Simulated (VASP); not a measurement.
Wanted: the native input for a VASP 6.6.1 run.

| Item | Value |
| --- | --- |
| Task | single point |
| Functional | r2SCAN |
| Potentials or basis | VASP PAW PBE potentials, release 64 (Si, C) |
| Cutoff | 520 eV |
| k mesh | 8 × 8 × 3 |
| Occupations | gaussian, width 0.05 eV |
| Spin | no spin polarisation |
| Dipole correction | no |
| Further INCAR settings | ALGO = Normal; EDIFF = 1e-07; NBANDS = 26 |

Crystal: SiC.

```
CELL_PARAMETERS angstrom
-1.53878 -2.66524 0.00000
1.53878 -2.66524 0.00000
0.00000 0.00000 10.32677
ATOMIC_POSITIONS crystal
Si 0.33333 0.33333 0.09176
Si 0.66667 0.66667 0.57966
Si 0.00000 0.00000 0.82366
Si 0.00000 0.00000 0.33576
C 0.33333 0.33333 0.88407
C 0.66667 0.66667 0.39618
C 0.00000 0.00000 0.64077
C 0.00000 0.00000 0.15287
```

This cell differs from its parent crystal: the distance across one plane changed.

One way to write it, as run:

POSCAR

```
SiC
1.0
   -1.5387796673     -2.6652445653      0.0000000000
    1.5387796672     -2.6652445654      0.0000000000
    0.0000000000      0.0000000000     10.3267691650
Si C
4 4
Direct
    0.3333333333      0.3333333333      0.0917610694
    0.6666666667      0.6666666667      0.5796566060
    0.0000000000      0.0000000000      0.8236585917
    0.0000000000      0.0000000000      0.3357630552
    0.3333333333      0.3333333333      0.8840706195
    0.6666666667      0.6666666667      0.3961750829
    1.0000000000      0.0000000000      0.6407670590
    1.0000000000      0.0000000000      0.1528715225
```

INCAR.step1

```
PREC = Accurate
ENCUT = 520
ISMEAR = 0
SIGMA = 0.05
LREAL = F
LASPH = T
NELM = 100
NBANDS = 26
GGA = PE
ALGO = Normal
EDIFF = 1E-4
LWAVE = T
LCHARG = F
```

INCAR.step2

```
PREC = Accurate
ENCUT = 520
EDIFF = 1E-7
ISMEAR = 0
SIGMA = 0.05
LREAL = F
LASPH = T
NELM = 100
ALGO = Normal
ISIF = 2
LWAVE = F
LCHARG = F
METAGGA = R2SCAN
LMIXTAU = T
NBANDS = 26
ISTART = 1
```

KPOINTS

```
regular mesh
0
Gamma
  8 8 3
```

Potentials or basis: VASP PAW PBE potentials, release 64 (Si, C).

The run is started by

```console
$ cat potpaw_PBE.64/Si/POTCAR potpaw_PBE.64/C/POTCAR > POTCAR
$ cp INCAR.step1 INCAR
$ mpirun -np 1 vasp_std > vasp.out
$ cp INCAR.step2 INCAR
$ mpirun -np 1 vasp_std > vasp.out
```

Results of the run:

| Property | Result |
| --- | --- |
| Pressure | -3.7 GPa |
| Largest force | 1.989 eV/Å |
| Band gap on the k mesh | 2.32 eV (least direct gap 3.64 eV) |

Caveat: the cell differs from its parent crystal (the distance across one plane changed); the stress differs along the axes, from -11 to -0 GPa; the PAW data sets were made with another functional, which shifts forces and pressure a little.

It took 3.2 min on 1 thread of AMD EPYC 9R45 96-Core Processor (Zen 5), on a shared host, peak memory 0.19 GiB.
